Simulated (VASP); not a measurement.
# TaSi (wurtzite type) (P6_3mc) in VASP: relaxation of cell and atoms with PBE

Aim: the relaxation of cell and atoms of TaSi (wurtzite type) with PBE.

Everything below comes from runs of VASP 6.6.1. Logs are shortened: lines on timing, memory, paths and dates and some standing lists are left out, and cuts for length are marked.

**1. The cell of the first run**

It takes space group P6_3mc (No. 186, hexagonal). Conventional cell: a = 4.202 Å, b = 4.202 Å, c = 6.850 Å, α = 90.00°, β = 90.00°, γ = 120.00°. Ta (site symmetry 3m) has 4 Si at 2.57 to 2.58 Å within 3.4 Å. Si (site symmetry 3m) has 4 Ta at 2.57 to 2.58 Å within 3.4 Å.

**2. Relaxation of cell and atoms, PBE**

Contents of INCAR:

```
ALGO = Normal ; EDIFF = 1E-7
EDIFFG = -0.005 ; ENCUT = 600
GGA = PE ; IBRION = 2
ISIF = 3 ; ISMEAR = -1
LASPH = True ; LCHARG = False
LREAL = False ; LWAVE = False
NELM = 80 ; NSW = 100
PREC = Accurate ; SIGMA = 0.03
```

Contents of KPOINTS:

```
k-points
0
Gamma
  10 10 6
```

Contents of POSCAR:

```
TaSi
1.0
    4.2021994199      0.0000000000      0.0000000000
   -2.1010997100      3.6392114494      0.0000000000
    0.0000000000      0.0000000000      6.8495850545
Ta Si
2 2
Direct
    0.3333333333      0.6666666667      0.0000000000
    0.6666666667      0.3333333333      0.5000000000
    0.3333333333      0.6666666667      0.3760000000
    0.6666666667      0.3333333333      0.8760000000
```

Potentials or basis: VASP PAW PBE potentials, release 64 (Ta_pv, Si).

Started as:

```sh
> cat potpaw_PBE.64/Ta_pv/POTCAR potpaw_PBE.64/Si/POTCAR > POTCAR
> mpirun -np 1 vasp_std > vasp.out
```

OUTCAR:

```text
EDIFF = 1E-7
   EDIFFG = -0.005
   ENCUT = 600
   GGA = PE
   IBRION = 2
   ISIF = 3
   ISMEAR = -1
   LASPH = True
   LREAL = False
   NELM = 80
   NSW = 100
   PREC = Accurate

 ion  position               nearest neighbor table
   1  0.333  0.667  0.000-   4 2.57   4 2.57   4 2.57   3 2.58
   2  0.667  0.333  0.500-   3 2.57   3 2.57   3 2.57   4 2.58
   3  0.333  0.667  0.376-   2 2.57   2 2.57   2 2.57   1 2.58
   4  0.667  0.333  0.876-   1 2.57   1 2.57   1 2.57   2 2.58

  LATTYP: Found a hexagonal cell.
 ALAT       =     4.2021994199
 C/A-ratio  =     1.6300000000

  Lattice vectors:

 A1 = (   4.2021994199,   0.0000000000,   0.0000000000)
 A2 = (  -2.1010997100,   3.6392114494,   0.0000000000)
 A3 = (   0.0000000000,   0.0000000000,   6.8495850545)

Analysis of symmetry for initial positions (statically):
=====================================================================
 Subroutine PRICEL returns:
 Original cell was already a primitive cell.

 Routine SETGRP: Setting up the symmetry group for a
 hexagonal supercell.

 Subroutine GETGRP returns: Found 12 space group operations
 (whereof  6 operations were pure point group operations)
 out of a pool of 24 trial point group operations.

The static configuration has the point symmetry C_3v.
 The point group associated with its full space group is C_6v.

Analysis of symmetry for dynamics (positions and initial velocities):
=====================================================================
 Subroutine PRICEL returns:
 Original cell was already a primitive cell.

 Routine SETGRP: Setting up the symmetry group for a
 hexagonal supercell.

 Subroutine GETGRP returns: Found 12 space group operations
 (whereof  6 operations were pure point group operations)
 out of a pool of 24 trial point group operations.

The dynamic configuration has the point symmetry C_3v.
 The point group associated with its full space group is C_6v.

 Subroutine INISYM returns: Found 12 space group operations
 (whereof  6 operations are pure point group operations),
 and found     1 'primitive' translations

----------------------------------------------------------------------------------------

                                     Primitive cell

  volume of cell :     104.7486

  direct lattice vectors                    reciprocal lattice vectors
     4.202199420  0.000000000  0.000000000     0.237970620  0.137392401  0.000000000
    -2.101099710  3.639211449  0.000000000     0.000000000  0.274784803  0.000000000
     0.000000000  0.000000000  6.849585055     0.000000000  0.000000000  0.145994245

  length of vectors
     4.202199420  4.202199420  6.849585055     0.274784803  0.274784803  0.145994245

  position of ions in fractional coordinates (direct lattice)
     0.333333333  0.666666667  0.000000000
     0.666666667  0.333333333  0.500000000
     0.333333333  0.666666667  0.376000000
     0.666666667  0.333333333  0.876000000

  ion indices of the primitive-cell ions
   primitive index   ion index
                 1           1
                 2           2
                 3           3
                 4           4

----------------------------------------------------------------------------------------

 KPOINTS: k-points

Automatic generation of k-mesh.
 Grid dimensions read from file:
 generate k-points for:   10   10    6

 Generating k-lattice:

  Cartesian coordinates                     Fractional coordinates (reciprocal lattice)
     0.023797062  0.013739240  0.000000000     0.100000000 -0.000000000  0.000000000
     0.000000000  0.027478480  0.000000000     0.000000000  0.100000000  0.000000000
     0.000000000  0.000000000  0.024332374     0.000000000  0.000000000  0.166666667

  Length of vectors
     0.027478480  0.027478480  0.024332374

  Shift w.r.t. Gamma in fractional coordinates (k-lattice)
     0.000000000  0.000000000  0.000000000

 Subroutine IBZKPT returns following result:
 ===========================================

 Found     56 irreducible k-points:

 Following reciprocal coordinates:
            Coordinates               Weight
  0.000000  0.000000  0.000000      1.000000
  0.100000 -0.000000  0.000000      6.000000
  0.200000 -0.000000  0.000000      6.000000
  0.300000 -0.000000  0.000000      6.000000
  0.400000 -0.000000  0.000000      6.000000
  0.500000 -0.000000  0.000000      3.000000
[... 16 lines left out ...]
  0.300000  0.100000  0.166667     24.000000
  0.400000  0.100000  0.166667     24.000000
 [... further k-points ...]
   k-points           NKPTS =     56   k-points in BZ     NKDIM =     56   number of bands    NBANDS=     19
   number of dos      NEDOS =    301   number of ions     NIONS =      4
   total plane-waves  NPLWV =  72576
   dimension x,y,z NGX =    36 NGY =   36 NGZ =   56
   dimension x,y,z NGXF=    72 NGYF=   72 NGZF=  112
   ions per type =               2   2
   NGX,Y,Z   is equivalent  to a cutoff of  14.24, 14.24, 13.59 a.u.
   NGXF,Y,Z  is equivalent  to a cutoff of  28.48, 28.48, 27.18 a.u.
 SYSTEM =  unknown system
   PREC   = accura    normal or accurate (medium, high low for compatibility)
   ISTART =      0    job   : 0-new  1-cont  2-samecut
   ICHARG =      2    charge: 1-file 2-atom 10-const
   ISPIN  =      1    spin polarized calculation?
   LNONCOLLINEAR =      F non collinear calculations
   LSORBIT =      F    spin-orbit coupling
   LASPH  =      T    aspherical Exc in radial PAW
   ENCUT  =  600.0 eV  44.10 Ry    6.64 a.u.   8.39  8.39 13.68*2*pi/ulx,y,z
   NELM   =     80;   NELMIN=  2; NELMDL= -5     # of ELM steps
   EDIFF  = 0.1E-06   stopping-criterion for ELM
   LREAL  =      F    real-space projection
   EDIFFG = -.5E-02   stopping-criterion for IOM
   NSW    =    100    number of steps for IOM
   IBRION =      2    ionic relax: 0-MD 1-quasi-New 2-CG
   NFREE  =      1    steps in history (QN), initial steepest desc. (CG)
   ISIF   =      3    stress and relaxation
   ISYM   =      2    0-nonsym 1-usesym 2-fastsym
   POTIM  = 0.5000    time-step for ionic-motion
   TEBEG  =    0.0;   TEEND  =   0.0 temperature during run
   PSTRESS=    0.0 pullay stress
   NELECT =      30.0000    total number of electrons
   NUPDOWN=      -1.0000    fix difference up-down
   EMIN   =  10.00;   EMAX   =-10.00  energy-range for DOS
   EFERMI =   0.00;   METHOD = LEGACY
   ISMEAR =    -1;   SIGMA  =   0.03  broadening in eV -4-tet -1-fermi 0-gaus
   EFERMI_NEDOS =   21; number of points for ismear=-14 and -15
   IALGO  =     38    algorithm
   IMIX   =      4    mixing-type and parameters
     AMIX     =   0.40;   BMIX     =  1.00
     AMIX_MAG =   1.60;   BMIX_MAG =  1.00
  volume/ion in A,a.u.               =      26.19       176.72
  Fermi-wavevector in a.u.,A,eV,Ry     =   1.079110  2.039223 15.843700  1.164479
  Thomas-Fermi vector in A             =   2.215067
   LORBIT       =      0    0 simple, 1 ext, 2 COOP (PROOUT), +10 PAW based schemes
   GGA     = PE    functional components
   LHFCALC =     F    Hartree Fock is set to
   AEXX    =    0.0000 exact exchange contribution
   IVDW    =     0    specifies the selected vdW correction
   LEPSILON=     F    determine dielectric tensor
   LRPA    =     F    only Hartree local field effects (RPA)
 conjugate gradient relaxation of ions
 non-spin polarized calculation
  energy-cutoff  :      600.00
  volume of cell :      104.75
 maximum number of plane-waves:      3556
 NGX is ok and might be reduce to    36
   NGX = 17   NGY = 17   NGZ = 27

--------------------------------------- Ionic step        1  -------------------------------------------

 number of electron      30.0000006 magnetization

 Free energy of the ion-electron system (eV)
  ---------------------------------------------------
  ext. energy  EPLUGINS =         0.00000000
  ---------------------------------------------------
  free energy    TOTEN  =       -30.19915819 eV

  energy without entropy =      -30.18217960  energy(sigma->0) =      -30.19066890

 E-fermi :   3.2138     XC(G=0):  -9.4813

 val. band max:        3.2099983164   @ k =   0.2000  -0.0000   0.3333
 cond. band min:       3.2237009556   @ k =   0.5000  -0.0000   0.3333
 fundamental gap:      0.0137026392
 Fermi energy:         3.2137925088

 k-point     1 :       0.0000    0.0000    0.0000
  band No.  band energies     occupation
      1     -31.8305      2.00000
      2     -31.8081      2.00000
      3     -31.8081      2.00000
      4     -31.8046      2.00000
      5     -31.8039      2.00000
      6     -31.8039      2.00000
[... 1151 lines left out ...]
      5     -30.8525      2.00000
      6     -30.8442      2.00000
[... 11 lines left out ...]
     18       4.6548      0.00000
     19       5.0168      0.00000

 [... further k-points ...]

[... ionic steps 4 to 20 ...]

--------------------------------------- Ionic step       21  -------------------------------------------

 number of electron      30.0000004 magnetization

------------------------ aborting loop because EDIFF is reached ----------------------------------------

  FORCE on cell =-STRESS in cart. coord.  units (eV):
  Direction    XX          YY          ZZ          XY          YZ          ZX
  --------------------------------------------------------------------------------------
  -------------------------------------------------------------------------------------
  Total       -0.0347927     -0.0347927     -0.0309261      0.0000000      0.0000000      0.0000000
  in kB       -0.6645989     -0.6645989     -0.5907412      0.0000000      0.0000000      0.0000000
  external PRESSURE =      -0.6399796 kB  Pullay stress =       0.0000000 kB
[... 61 lines left out ...]
  energy  without entropy=      -33.4644988464  energy(sigma->0) =      -33.47076022

--------------------------------------- Ionic step       23  -------------------------------------------

 number of electron      30.0000004 magnetization

 Free energy of the ion-electron system (eV)
  ---------------------------------------------------
  ext. energy  EPLUGINS =         0.00000000
  ---------------------------------------------------
  free energy    TOTEN  =       -33.47702438 eV

  energy without entropy =      -33.46450440  energy(sigma->0) =      -33.47076439

 E-fermi :   5.0026     XC(G=0): -10.4167

 val. band max:        4.9606282670   @ k =   0.1000   0.1000   0.1667
 cond. band min:       5.0104664826   @ k =   0.3000   0.1000   0.3333
 fundamental gap:      0.0498382156
 Fermi energy:         5.0026132409

 k-point     1 :       0.0000    0.0000    0.0000
  band No.  band energies     occupation
      1     -29.7413      2.00000
      2     -29.7413      2.00000
      3     -29.7123      2.00000
      4     -29.6848      2.00000
      5     -29.6848      2.00000
      6     -29.5805      2.00000
[... 550 lines left out ...]
  FREE ENERGIE OF THE ION-ELECTRON SYSTEM (eV)
  ---------------------------------------------------
  free  energy   TOTEN  =       -33.4770243819 eV

  energy  without entropy=      -33.4645043999  energy(sigma->0) =      -33.47076439

 reached required accuracy - stopping structural energy minimisation
```

Run time: 26 min. Hardware: 1 thread of Intel Xeon Platinum 8259CL at 2.50GHz (Skylake/Cascade Lake), shared host; peak memory 0.35 GiB.

Results:

```
Free energy                           : -33.4770 eV
Relaxed volume                        : 20.96 Å³/atom
Relaxed cell                          : a = 4.404 Å, b = 4.404 Å, c = 4.992 Å, α = 90.00°, β = 90.00°, γ = 120.00°
Space group after relaxing (to 0.1 Å) : P6_3/mmc (No. 194)
Energy gained by relaxing             : 819.5 meV/atom
Ionic steps                           : 23
Pressure after relaxing               : 0.0 GPa
Band gap on the k mesh                : zero (bands 15 and 16 overlap by 2.07 eV)
```

The path:
| step | energy change (eV) | largest force (eV/Å) | pressure (GPa) | volume (Å³) |
| --- | --- | --- | --- | --- |
| 1 | 0.0000 | 0.1714 | -6.92 | 104.75 |
| 2 | -0.0686 | 0.4245 | 8.01 | 88.51 |
| 3 | -0.2229 | 0.2774 | 0.16 | 95.44 |
| 4 | -0.2229 | 0.2804 | 0.33 | 95.26 |
| 5 | -0.2593 | 0.3671 | 0.35 | 95.05 |
| 6 | -0.4337 | 0.6649 | 0.16 | 94.30 |
| 7 | -1.0623 | 1.6683 | -1.27 | 92.29 |
| 8 | -2.5789 | 3.4323 | 1.19 | 86.06 |
| 9 | -2.4565 | 3.0091 | 3.77 | 85.11 |
| 10 | -2.5562 | 3.3435 | 1.90 | 85.78 |
| 11 | -2.7159 | 2.8629 | 0.88 | 85.90 |
| 12 | -3.0518 | 1.6432 | -1.62 | 86.27 |
| 13 | -3.2288 | 0.0161 | -4.30 | 86.91 |
| 14 | -3.2352 | 0.1975 | -4.07 | 86.82 |
| 15 | -3.2353 | 0.2483 | -4.01 | 86.80 |
| 16 | -3.2528 | 0.1886 | -3.13 | 86.09 |
| 17 | -3.2772 | 0.0095 | -0.52 | 84.17 |
| 18 | -3.2778 | 0.0246 | -0.03 | 83.83 |
| 19 | -3.2778 | 0.0186 | -0.11 | 83.89 |
| 20 | -3.2778 | 0.0106 | -0.10 | 83.89 |
| 21 | -3.2779 | 0.0028 | -0.06 | 83.88 |
| 22 | -3.2779 | 0.0014 | -0.04 | 83.85 |
| 23 | -3.2779 | 0.0005 | -0.02 | 83.84 |

Final structure:
```cif
data_structure
_symmetry_space_group_name_H-M 'P 1'
_symmetry_Int_Tables_number 1
_cell_length_a 4.4035
_cell_length_b 4.4035
_cell_length_c 4.9925
_cell_angle_alpha 90.000
_cell_angle_beta 90.000
_cell_angle_gamma 120.000
_cell_volume 83.84
loop_
_atom_site_label
_atom_site_type_symbol
_atom_site_fract_x
_atom_site_fract_y
_atom_site_fract_z
_atom_site_occupancy
Ta1 Ta 0.33333 0.66667 0.93800 1
Ta2 Ta 0.66667 0.33333 0.43800 1
Si1 Si 0.33333 0.66667 0.43800 1
Si2 Si 0.66667 0.33333 0.93800 1
```

Levels at points of the mesh, in eV from the Fermi level:
```tsv
k point	band 12	band 13	band 14	band 15	band 16	band 17	band 18	band 19
(0.00, 0.00, 0.00)	-2.48	-2.48	-1.08	-1.08	-0.13	1.74	1.74	2.05
(0.50, 0.00, 0.00)	-2.14	-2.11	-1.70	-0.48	-0.28	0.88	1.05	2.47
(0.00, 0.00, 0.50)	-3.15	-3.15	-3.15	1.49	1.49	1.49	1.49	3.49
(0.50, 0.00, 0.50)	-2.43	-2.38	-2.38	0.03	0.03	0.92	0.92	2.52
```

Caveat: the volume moved by over 15 % at a fixed basis, so the end points are rough; spin-orbit coupling is left out, which moves the levels of the heavy elements.
